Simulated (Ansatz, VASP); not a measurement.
One calculation of Zr, two programs

```
CELL_PARAMETERS angstrom
3.26068 0.00000 0.00000
-1.63034 2.82384 0.00000
0.00000 0.00000 5.20647
ATOMIC_POSITIONS crystal
Zr 0.33333 0.66667 0.25000
Zr 0.66667 0.33333 0.75000
```

Change from the starting cell: volume scaled by 1.02, PAW files.

Alike in both runs: task electric field gradients; functional PBE; k mesh 12 × 12 × 7; occupations fermi-dirac, width 0.05 eV; no spin polarisation.

|  | VASP | Ansatz |
| --- | --- | --- |
| version | VASP 6.6.1 | Ansatz 0.2.0 |
| potentials or method | VASP PAW PBE potentials, release 64 (Zr_sv) | PAW with Ansatz's default frozen-core files, scalar-relativistic |
| plane-wave cutoff (eV) | 520 | 420 |
| valence electrons in the cell | 24 | 24 |

Ansatz gave:

| Quantity | Value |
| --- | --- |
| pressure (GPa) | -2.2 |
| traceless stress, the component that is largest in VASP (GPa) | 0.11 |
| size of Vzz on the site where it differs most (V/Å²) | 37.9 |

Problem. Estimate VASP's values.

Solution. Pressure (GPa): -2.1; traceless stress, the component that is largest in VASP (GPa): 0.10; size of Vzz on the site where it differs most (V/Å²): 37.0.
